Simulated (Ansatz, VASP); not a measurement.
Two plane-wave programs on MgO

Contents of INCAR:

```
PREC     = Accurate       # precision mode
ENCUT    = 600            # plane-wave cutoff, eV
EDIFF    = 1E-6           # SCF threshold, eV
ISMEAR   = 0              # smearing method
SIGMA    = 0.02           # smearing width, eV
LREAL    = F              # projectors in reciprocal space
LASPH    = T              # aspherical terms in the spheres
NELM     = 120            # most SCF steps
ALGO     = Normal         # electronic algorithm
ISIF     = 2              # what is computed and relaxed
LWAVE    = F              # write WAVECAR
LCHARG   = T              # write CHGCAR
GGA      = PS             # functional
LELF     = T              # ELF
LVHAR    = T            
NBANDS   = 11             # bands
GGA_COMPAT= F
```

Contents of KPOINTS:

```
regular mesh
0
Gamma
  10 10 10
```

POSCAR

```
MgO
1.0
    0.0000000000      2.0419182565      2.0419182565
    2.0419182565      0.0000000000      2.0419182565
    2.0419182565      2.0419182565      0.0000000000
Mg O
1 1
Direct
    0.0000000000      0.0000000000      0.0000000000
    0.5000000000      0.5000000000      0.5000000000
```

Input for Ansatz:

```yaml
crystal:
  lattice:
    - [0.0, 2.0419182565, 2.0419182565]
    - [2.0419182565, 0.0, 2.0419182565]
    - [2.0419182565, 2.0419182565, 0.0]
  atoms:
    - { symbol: Mg, position: [0.0, 0.0, 0.0] }
    - { symbol: O, position: [0.5, 0.5, 0.5] }
basis:
  ecutwfc: 420
kpoints:
  mp_grid: { grid: [10, 10, 10] }
hamiltonian:
  xc: pbesol
  pseudopotentials: { kind: paw }
scf:
  occupations: { method: gaussian, width: 0.02 }
output:
  forces: true
  stress: true
  eigenvalues: true
```

Alike in both runs: task single point; functional PBEsol; k mesh 10 × 10 × 10; occupations gaussian, width 0.02 eV; no spin polarisation.

|  | VASP | Ansatz |
| --- | --- | --- |
| version | VASP 6.6.1 | Ansatz 0.2.0 |
| potentials or method | VASP PAW PBE potentials, release 64 (Mg, O), cutoff 600 eV | scalar-relativistic, plane waves, PAW |
| valence electrons in the cell | 8 | 16 |

|  | VASP | Ansatz | Ansatz less VASP |
| --- | --- | --- | --- |
| gap on the k mesh at the Fermi level (eV) | 5.59 | 5.58 | -0.007 |
| least direct gap on the mesh (eV) | 5.59 | 5.58 | -0.007 |
| pressure (GPa) | 17.5 | 18.0 | +0.56 |

VASP's potentials were made for PBE, not for PBEsol. The functional is the same, so the differences come from potentials, cutoffs and numerics. VASP's potentials hold 8 valence electrons a cell and Ansatz's 16, so a difference there can come from the potentials and not from the codes.
